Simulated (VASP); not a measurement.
Write the native input for VASP 6.6.1 that does the following.

```
Task                               : single point
Functional                         : HSE06
Potentials or basis                : VASP PAW PBE potentials, release 64 (B, N)
Cutoff                             : 520 eV
k mesh                             : 8 × 8 × 8
Occupations                        : gaussian, width 0.01 eV
Spin                               : no spin polarisation
Dipole correction                  : no
Grid for exact exchange (PRECFOCK) : Normal
Further INCAR settings             : ALGO = Normal; EDIFF = 1e-06; NBANDS = 11
Share of exact exchange            : 0.25
Screening parameter                : 0.2079 1/Å
```

The system is BN.

```
B N
1.0
     0.00000    1.80482    1.80482
     1.80482    0.00000    1.80482
     1.80482    1.80482    0.00000
B N
1 1
Direct
  0.00000 0.00000 0.00000
  0.25000 0.25000 0.25000
```

The input as run:

POSCAR

```
BN
1.0
    0.0000000000      1.8048245554      1.8048245554
    1.8048245554      0.0000000000      1.8048245554
    1.8048245554      1.8048245554      0.0000000000
B N
1 1
Direct
    0.0000000000      0.0000000000      0.0000000000
    0.2500000000      0.2500000000      0.2500000000
```

INCAR.step1

```
SYSTEM = BN
PREC = Accurate
ENCUT = 520
EDIFF = 1E-5
ISMEAR = 0
SIGMA = 0.01
LREAL = .FALSE.
LASPH = .TRUE.
NELM = 60
ALGO = Normal
ISIF = 2
LWAVE = .TRUE.
NBANDS = 11
GGA = PE
```

INCAR.step2

```
SYSTEM = BN
PREC = Accurate
ENCUT = 520
EDIFF = 1E-6
ISMEAR = 0
SIGMA = 0.01
LREAL = .FALSE.
LASPH = .TRUE.
NELM = 60
ALGO = Normal
ISIF = 2
LWAVE = .FALSE.
LCHARG = .TRUE.
GGA = PE
LHFCALC = .TRUE.
HFSCREEN = 0.2079
PRECFOCK = Normal
LELF = .TRUE.
LVHAR = .TRUE.
NBANDS = 11
ISTART = 1
```

KPOINTS

```
regular mesh
0
G
  8 8 8
  0 0 0
```

Potentials or basis: VASP PAW PBE potentials, release 64 (B, N).

Run with:

```sh
$ cat potpaw_PBE.64/B/POTCAR potpaw_PBE.64/N/POTCAR > POTCAR
$ cp INCAR.step1 INCAR
$ mpirun -np 1 vasp_std > vasp.out
$ cp INCAR.step2 INCAR
$ mpirun -np 1 vasp_std > vasp.out
```

It gave:

```
Pressure               : -3.9 GPa
Band gap on the k mesh : 5.78 eV (least direct gap 10.57 eV)
```

Caveat: the cell stands under tension; the PAW data sets were made with another functional, which shifts forces and pressure a little.

Wall time 7.2 min on 1 thread of Intel(R) Xeon(R) Platinum 8488C (Sapphire Rapids) (shared host), peak memory 0.23 GiB.
